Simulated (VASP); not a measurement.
# Sr8H11I4 (a cell with a defect) in VASP: single point with PBEsol

Aim: the single point of Sr8H11I4 (a cell with a defect) with PBEsol.

All numbers are computed with VASP 6.6.1; they aren't measurements. Logs are shortened: lines on timing, memory, paths and dates and some standing lists are left out, and cuts for length are marked.

## 1. The cell of the first run

The cell holds a defect, 23 atoms: a = 7.525 Å, b = 8.350 Å, c = 8.350 Å, α = 120.00°, β = 90.00°, γ = 90.00°.

## 2. Single point, PBEsol

INCAR

```
PREC     = Accurate       # precision mode
ENCUT    = 520            # plane-wave cutoff, eV
EDIFF    = 1E-7           # SCF threshold, eV
ISMEAR   = 0              # smearing method
SIGMA    = 0.05           # smearing width, eV
LREAL    = Auto         
LASPH    = T              # aspherical terms in the spheres
NELM     = 80             # most SCF steps
ALGO     = Normal         # electronic algorithm
ISIF     = 2              # what is computed and relaxed
LWAVE    = F              # write WAVECAR
LCHARG   = F              # write CHGCAR
GGA      = PS             # functional
NBANDS   = 76             # bands
NELECT   = 118.0
```

KPOINTS

```
regular mesh
0
Gamma
  4 3 3
```

POSCAR

```
Sr8H11I4
1.0
    0.0000000000      0.0000000000     -7.5247496071
    4.1747609396      7.2308980567      0.0000000000
    4.1747609395     -7.2308980568      0.0000000000
Sr H I
8 11 4
Direct
    0.3105509315      0.3439888064      0.6719943987
    0.3206332604      0.3333332995      0.1666665880
    0.3105509315      0.8280055452      0.6719943567
    0.3105509315      0.8280056118      0.1560112120
    0.6894491207      0.1719943495      0.3280055380
    0.6894491207      0.1719944026      0.8439888025
    0.6894491207      0.6560112081      0.3280056158
    0.6793666589      0.6666665953      0.8333333067
    0.5000000261      0.0000000000      0.0000000000
    0.5000000261      0.5000000072      0.5000000072
    0.5000000261      0.4999999418     -0.0000000543
    0.6302176481      0.3129068187      0.6564533575
    0.6432408057      0.3333332995      0.1666665880
    0.6302176481      0.8435464918      0.6564534102
    0.6302176481      0.8435465333      0.1870930799
    0.3697822712      0.1564534030      0.3435464845
    0.3697822712      0.1564533614      0.8129068148
    0.3697822712      0.6870930760      0.3435465372
    0.3567592465      0.6666665953      0.8333333067
    1.0000000522     -0.0000000543      0.4999999418
    1.0000000522      0.0000000000      0.0000000000
    1.0000000522      0.5000000072      0.5000000072
    1.0000000522      0.4999999418     -0.0000000543
```

Potentials or basis: VASP PAW PBE potentials, release 64 (Sr_sv, H, I).

Run with:

```
> cat potpaw_PBE.64/Sr_sv/POTCAR potpaw_PBE.64/H/POTCAR potpaw_PBE.64/I/POTCAR > POTCAR
> mpirun -np 1 vasp_std > vasp.out
```

OUTCAR:

```text
PREC = Accurate
   ENCUT = 520
   EDIFF = 1E-7
   ISMEAR = 0
   LREAL = Auto
   LASPH = T
   NELM = 80
   ISIF = 2
   GGA = PS
   NELECT = 118.0

 ion  position               nearest neighbor table
   1  0.311  0.344  0.672-  19 2.36  12 2.42  17 2.42  16 2.42  11 2.77  10 2.77  23 3.33  22 3.33
                            20 3.41   8 3.63   6 3.78   5 3.78   3 4.04   4 4.04   2 4.18   2 4.18
   2  0.321  0.333  0.167-  13 2.43  17 2.58  18 2.58  16 2.58  11 2.76   9 2.76  10 2.76  23 3.41
                            21 3.41  22 3.41   6 3.63   5 3.63   7 3.63   1 4.18   3 4.18   4 4.18
   3  0.311  0.828  0.672-  19 2.36  14 2.42  17 2.42  18 2.42  10 2.77   9 2.77  22 3.33  21 3.33
                            20 3.41   8 3.63   7 3.78   6 3.78   1 4.04   4 4.04   2 4.18   2 4.18
   4  0.311  0.828  0.156-  19 2.36  15 2.42  16 2.42  18 2.42   9 2.77  11 2.77  21 3.33  23 3.33
                            20 3.41   8 3.63   5 3.78   7 3.78   1 4.04   3 4.04   2 4.18   2 4.18
   5  0.689  0.172  0.328-  13 2.36  16 2.42  15 2.42  12 2.42   9 2.77  10 2.77  21 3.33  22 3.33
                            20 3.41   2 3.63   4 3.78   1 3.78   6 4.04   7 4.04   8 4.18   8 4.18
   6  0.689  0.172  0.844-  13 2.36  17 2.42  12 2.42  14 2.42  11 2.77   9 2.77  23 3.33  21 3.33
                            20 3.41   2 3.63   1 3.78   3 3.78   5 4.04   7 4.04   8 4.18   8 4.18
   7  0.689  0.656  0.328-  13 2.36  18 2.42  14 2.42  15 2.42  10 2.77  11 2.77  22 3.33  23 3.33
                            20 3.41   2 3.63   3 3.78   4 3.78   6 4.04   5 4.04   8 4.18   8 4.18
   8  0.679  0.667  0.833-  19 2.43  15 2.58  12 2.58  14 2.58  11 2.76  10 2.76   9 2.76  23 3.41
                            22 3.41  21 3.41   1 3.63   3 3.63   4 3.63   6 4.18   5 4.18   7 4.18
   9  0.500  0.000  0.000-   2 2.76   8 2.76   5 2.77   4 2.77   6 2.77   3 2.77
  10  0.500  0.500  0.500-   8 2.76   2 2.76   3 2.77   7 2.77   1 2.77   5 2.77
  11  0.500  0.500  1.000-   8 2.76   2 2.76   6 2.77   1 2.77   4 2.77   7 2.77
  12  0.630  0.313  0.656-   1 2.42   5 2.42   6 2.42   8 2.58
  13  0.643  0.333  0.167-   6 2.36   5 2.36   7 2.36   2 2.43
  14  0.630  0.844  0.656-   3 2.42   7 2.42   6 2.42   8 2.58
  15  0.630  0.844  0.187-   4 2.42   5 2.42   7 2.42   8 2.58
  16  0.370  0.156  0.344-   5 2.42   4 2.42   1 2.42   2 2.58
  17  0.370  0.156  0.813-   6 2.42   3 2.42   1 2.42   2 2.58
  18  0.370  0.687  0.344-   7 2.42   3 2.42   4 2.42   2 2.58
  19  0.357  0.667  0.833-   1 2.36   3 2.36   4 2.36   8 2.43
  20  0.000  1.000  0.500-   4 3.41   7 3.41   3 3.41   5 3.41   1 3.41   6 3.41
  21  0.000  0.000  0.000-   5 3.33   4 3.33   3 3.33   6 3.33   2 3.41   8 3.41
  22  0.000  0.500  0.500-   3 3.33   1 3.33   7 3.33   5 3.33   2 3.41   8 3.41
  23  0.000  0.500  1.000-   1 3.33   6 3.33   4 3.33   7 3.33   2 3.41   8 3.41

  LATTYP: Found a hexagonal cell.
 ALAT       =     8.3495218791
 C/A-ratio  =     0.9012192214

  Lattice vectors:

 A1 = (   4.1747609396,   7.2308980567,   0.0000000000)
 A2 = (   4.1747609395,  -7.2308980568,   0.0000000000)
 A3 = (   0.0000000000,   0.0000000000,  -7.5247496071)

Analysis of symmetry for initial positions (statically):
=====================================================================
 Subroutine PRICEL returns:
 Original cell was already a primitive cell.

 Routine SETGRP: Setting up the symmetry group for a
 hexagonal supercell.

 Subroutine GETGRP returns: Found 12 space group operations
 (whereof  4 operations were pure point group operations)
 out of a pool of 24 trial point group operations.

The static configuration has the point symmetry C_2h.
 The point group associated with its full space group is D_3d.

Analysis of symmetry for dynamics (positions and initial velocities):
=====================================================================
 Subroutine PRICEL returns:
 Original cell was already a primitive cell.

 Routine SETGRP: Setting up the symmetry group for a
 hexagonal supercell.

 Subroutine GETGRP returns: Found 12 space group operations
 (whereof  4 operations were pure point group operations)
 out of a pool of 24 trial point group operations.

The dynamic configuration has the point symmetry C_2h.
 The point group associated with its full space group is D_3d.

 Subroutine INISYM returns: Found 12 space group operations
 (whereof  4 operations are pure point group operations),
 and found     1 'primitive' translations

----------------------------------------------------------------------------------------

                                     Primitive cell

  volume of cell :     454.3033

  direct lattice vectors                    reciprocal lattice vectors
     0.000000000  0.000000000 -7.524749607     0.000000000  0.000000000 -0.132894787
     4.174760940  7.230898057  0.000000000     0.119767337  0.069147704  0.000000000
     4.174760939 -7.230898057  0.000000000     0.119767337 -0.069147704  0.000000000

  length of vectors
[... 72 lines left out ...]
     0.000000000  0.000000000  0.000000000

 Subroutine IBZKPT returns following result:
 ===========================================

 Found     10 irreducible k-points:

 Following reciprocal coordinates:
            Coordinates               Weight
  0.000000  0.000000  0.000000      1.000000
  0.250000  0.000000  0.000000      2.000000
  0.500000  0.000000  0.000000      1.000000
  0.000000  0.333333  0.000000      6.000000
  0.250000  0.333333  0.000000      6.000000
  0.250000  0.000000  0.333333      6.000000
  0.500000  0.333333  0.000000      6.000000
  0.000000  0.333333  0.333333      2.000000
  0.250000  0.333333  0.333333      4.000000
  0.500000  0.333333  0.333333      2.000000
   k-points           NKPTS =     10   k-points in BZ     NKDIM =     10   number of bands    NBANDS=     76
   number of dos      NEDOS =    301   number of ions     NIONS =     23
   total plane-waves  NPLWV = 229376
   dimension x,y,z NGX =    56 NGY =   64 NGZ =   64
   dimension x,y,z NGXF=   112 NGYF=  128 NGZF=  128
   ions per type =               8  11   4
   NGX,Y,Z   is equivalent  to a cutoff of  12.37, 12.74, 12.74 a.u.
   NGXF,Y,Z  is equivalent  to a cutoff of  24.74, 25.49, 25.49 a.u.
 SYSTEM =  unknown system
   PREC   = accura    normal or accurate (medium, high low for compatibility)
   ISTART =      0    job   : 0-new  1-cont  2-samecut
   ICHARG =      2    charge: 1-file 2-atom 10-const
   ISPIN  =      1    spin polarized calculation?
   LNONCOLLINEAR =      F non collinear calculations
   LSORBIT =      F    spin-orbit coupling
   LASPH  =      T    aspherical Exc in radial PAW
   ENCUT  =  520.0 eV  38.22 Ry    6.18 a.u.  13.99 15.52 15.52*2*pi/ulx,y,z
   NELM   =     80;   NELMIN=  2; NELMDL= -5     # of ELM steps
   EDIFF  = 0.1E-06   stopping-criterion for ELM
   LREAL  =      T    real-space projection
   EDIFFG = 0.1E-05   stopping-criterion for IOM
   NSW    =      0    number of steps for IOM
   IBRION =     -1    ionic relax: 0-MD 1-quasi-New 2-CG
   NFREE  =      0    steps in history (QN), initial steepest desc. (CG)
   ISIF   =      2    stress and relaxation
   ISYM   =      2    0-nonsym 1-usesym 2-fastsym
   POTIM  = 0.5000    time-step for ionic-motion
   TEBEG  =    0.0;   TEEND  =   0.0 temperature during run
   PSTRESS=    0.0 pullay stress
   NELECT =     118.0000    total number of electrons
   NUPDOWN=      -1.0000    fix difference up-down
   EMIN   =  10.00;   EMAX   =-10.00  energy-range for DOS
   EFERMI =   0.00;   METHOD = LEGACY
   ISMEAR =     0;   SIGMA  =   0.05  broadening in eV -4-tet -1-fermi 0-gaus
   EFERMI_NEDOS =   21; number of points for ismear=-14 and -15
   IALGO  =     38    algorithm
   IMIX   =      4    mixing-type and parameters
     AMIX     =   0.40;   BMIX     =  1.00
     AMIX_MAG =   1.60;   BMIX_MAG =  1.00
  volume/ion in A,a.u.               =      19.75       133.30
  Fermi-wavevector in a.u.,A,eV,Ry     =   1.044528  1.973872 14.844491  1.091039
  Thomas-Fermi vector in A             =   2.179285
   LORBIT       =      0    0 simple, 1 ext, 2 COOP (PROOUT), +10 PAW based schemes
   GGA     = PS    functional components
   LHFCALC =     F    Hartree Fock is set to
   AEXX    =    0.0000 exact exchange contribution
   IVDW    =     0    specifies the selected vdW correction
   LEPSILON=     F    determine dielectric tensor
   LRPA    =     F    only Hartree local field effects (RPA)
 non-spin polarized calculation
 Gauss-broadening in eV      SIGMA  =   0.05
  energy-cutoff  :      520.00
  volume of cell :      454.30
 maximum number of plane-waves:     12264
 NGX is ok and might be reduce to    56
   NGX = 27   NGY = 31   NGZ = 31

 number of electron     118.0000006 magnetization

 Free energy of the ion-electron system (eV)
  ---------------------------------------------------
  ext. energy  EPLUGINS =         0.00000000
  ---------------------------------------------------
  free energy    TOTEN  =       -82.92652924 eV

  energy without entropy =      -82.92652924  energy(sigma->0) =      -82.92652924

 E-fermi :   2.4148     XC(G=0):  -9.0109

 val. band max:        2.1823884024   @ k =   0.5000   0.0000   0.0000
 cond. band min:       4.7659838988   @ k =   0.0000   0.3333   0.3333
 fundamental gap:      2.5835954964
 Fermi energy:         2.4147976877

 k-point     1 :       0.0000    0.0000    0.0000
  band No.  band energies     occupation
      1     -31.8003      2.00000
      2     -31.7986      2.00000
      3     -31.5000      2.00000
      4     -31.4821      2.00000
      5     -31.4821      2.00000
      6     -31.4758      2.00000
[... 729 lines left out ...]
     70       6.8727      0.00000
     71       6.8753      0.00000
 [bands above 71 left out]

------------------------ aborting loop because EDIFF is reached ----------------------------------------

  FORCE on cell =-STRESS in cart. coord.  units (eV):
  Direction    XX          YY          ZZ          XY          YZ          ZX
  --------------------------------------------------------------------------------------
  -------------------------------------------------------------------------------------
  Total       -4.4771090     -4.4771090     -3.9376205      0.0000000      0.0000000      0.0000000
  in kB      -15.7892808    -15.7892808    -13.8866836      0.0000000      0.0000000      0.0000000
  external PRESSURE =     -15.1550817 kB  Pullay stress =       0.0000000 kB

 VOLUME and BASIS-vectors are now :
 -----------------------------------------------------------------------------
  energy-cutoff  :      520.00
  volume of cell :      454.30
      direct lattice vectors                 reciprocal lattice vectors
     0.000000000  0.000000000 -7.524749607     0.000000000  0.000000000 -0.132894787
     4.174760940  7.230898057  0.000000000     0.119767337  0.069147704  0.000000000
     4.174760939 -7.230898057  0.000000000     0.119767337 -0.069147704  0.000000000

 POSITION                                       TOTAL-FORCE (eV/Angst)
 -----------------------------------------------------------------------------------
      4.24149     -2.37178     -2.33682        -0.009696     -0.005598      0.012545
      2.08738      1.20515     -2.41269        -0.000000     -0.000000      0.010116
      6.26214      1.12810     -2.33682         0.000000      0.011196      0.012545
      4.10803      4.85912     -2.33682         0.009696     -0.005598      0.012545
      2.08738     -1.12810     -5.18793        -0.000000     -0.011196     -0.012545
      4.24149     -4.85912     -5.18793        -0.009696      0.005598     -0.012545
[... 15 lines left out ...]
      4.17476     -0.00000     -0.00000        -0.000000     -0.000000     -0.000000
      6.26214     -3.61545     -0.00000        -0.000000     -0.000000     -0.000000
 -----------------------------------------------------------------------------------
    total drift:                                0.001697     -0.000504     -0.001032

  FREE ENERGIE OF THE ION-ELECTRON SYSTEM (eV)
  ---------------------------------------------------
  free  energy   TOTEN  =       -82.9265292374 eV

  energy  without entropy=      -82.9265292374  energy(sigma->0) =      -82.92652924
```

It took 11 min on 1 thread of Intel Xeon Platinum 8488C (Sapphire Rapids), shared host; peak memory 0.62 GiB.

What came out:

```
Free energy   : -82.9265 eV
Largest force : 0.017 eV/Å
```

Forces on the atoms (eV/Å):
```
Sr  -0.010 -0.006  0.013
Sr   0.000  0.000  0.010
Sr   0.000  0.011  0.013
Sr   0.010 -0.006  0.013
Sr   0.000 -0.011 -0.013
Sr  -0.010  0.006 -0.013
Sr   0.010  0.006 -0.013
Sr   0.000  0.000 -0.010
H    0.000  0.000  0.000
H    0.000  0.000  0.000
H    0.000  0.000  0.000
H   -0.001 -0.001 -0.013
H    0.000  0.000  0.006
H    0.000  0.001 -0.013
H    0.001 -0.001 -0.013
H    0.000 -0.001  0.013
H   -0.001  0.001  0.013
H    0.001  0.001  0.013
H    0.000  0.000 -0.006
I    0.000  0.000  0.000
I    0.000  0.000  0.000
I    0.000  0.000  0.000
I    0.000  0.000  0.000
```

Caveat: the cell carries a net charge on a neutralising background, which shifts energy and pressure; the cell is charged against a uniform background, so pressure and absolute levels hang on convention; the PAW data sets were made with another functional, which shifts forces and pressure a little; spin-orbit coupling is left out, which moves the levels of the heavy elements.
